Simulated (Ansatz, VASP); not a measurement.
**Two plane-wave programs on BN**

```xyz
4
Lattice="2.5082 0.0000 0.0000 -1.2541 2.1722 0.0000 0.0000 0.0000 6.2390" Properties=species:S:1:pos:R:3 pbc="T T T"
B     0.0000    1.4481    1.5597
B     1.2541    0.7241    4.6792
N     0.0000    1.4481    4.6792
N     1.2541    0.7241    1.5597
```

Alike in both runs: task single point; functional LDA; k mesh 12 × 12 × 4; occupations gaussian, width 0.05 eV; no spin polarisation.

```csv
,VASP,Ansatz
version,VASP 6.6.1,Ansatz 0.2.0
potentials or method,"VASP PAW LDA potentials, release 64 (B, N), cutoff 520 eV","scalar-relativistic, plane waves, PAW"
valence electrons in the cell,16,16
```

```csv
,VASP,Ansatz,Ansatz less VASP
gap on the k mesh at the Fermi level (eV),3.93,3.94,+0.012
least direct gap on the mesh (eV),4.27,4.28,+0.012
pressure (GPa),-4.9,-5.5,-0.62
"traceless stress, the component that is largest in VASP (GPa)",6.06,6.87,+0.807
```

Ansatz warns that its potentials were made for another functional, while VASP's fit it. LDA's correlation is that of Perdew and Zunger in VASP and of Perdew and Wang (1992) in Ansatz.
